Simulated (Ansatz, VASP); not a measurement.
BP in VASP and in Ansatz

```
B P
1.0
     0.00000    2.23875    2.33074
     2.23875    0.00000    2.33074
     2.23875    2.23875    0.00000
B P
1 1
Cartesian
  0.0000 0.0000 0.0000
  1.1194 1.1194 1.1654
```

Alike in both runs: task single point; functional RPBE; k mesh 7 × 7 × 7; occupations fermi-dirac, width 0.02 eV; no spin polarisation.

```csv
,VASP,Ansatz
version,VASP 6.6.1,Ansatz 0.2.0
potentials or method,"VASP PAW PBE potentials, release 64 (B, P), cutoff 500 eV","plane waves, PAW"
valence electrons in the cell,8,8
```

|  | VASP | Ansatz | Ansatz less VASP |
| --- | --- | --- | --- |
| gap on the k mesh at the Fermi level (eV) | 0.95 | 0.96 | +0.015 |

VASP's potentials were made for PBE, not for RPBE. The functional is the same, so the differences come from potentials, cutoffs and numerics.
